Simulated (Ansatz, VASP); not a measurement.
# Two plane-wave programs on SiC

```
Si C
1.0
     0.00000    2.20079    2.13607
     2.20079    0.00000    2.13607
     2.20079    2.20079    0.00000
Si C
1 1
Direct
  0.00000 0.00000 0.00000
  0.25000 0.25000 0.25000
```

Alike in both runs: task single point; functional PBE; k mesh 8 × 8 × 8; occupations fermi-dirac, width 0.02 eV; no spin polarisation.

|  | VASP | Ansatz |
| --- | --- | --- |
| version | VASP 6.6.1 | Ansatz 0.2.0 |
| potentials or method | VASP PAW PBE potentials, release 64 (Si, C), cutoff 520 eV | plane waves, PAW |
| valence electrons in the cell | 8 | 8 |

Ansatz gave:

- pressure (GPa): 3.2
- traceless stress, the component that is largest in VASP (GPa): 4.79

Q: Estimate VASP's values.

A: Pressure (GPa): 3.2; traceless stress, the component that is largest in VASP (GPa): 4.80.
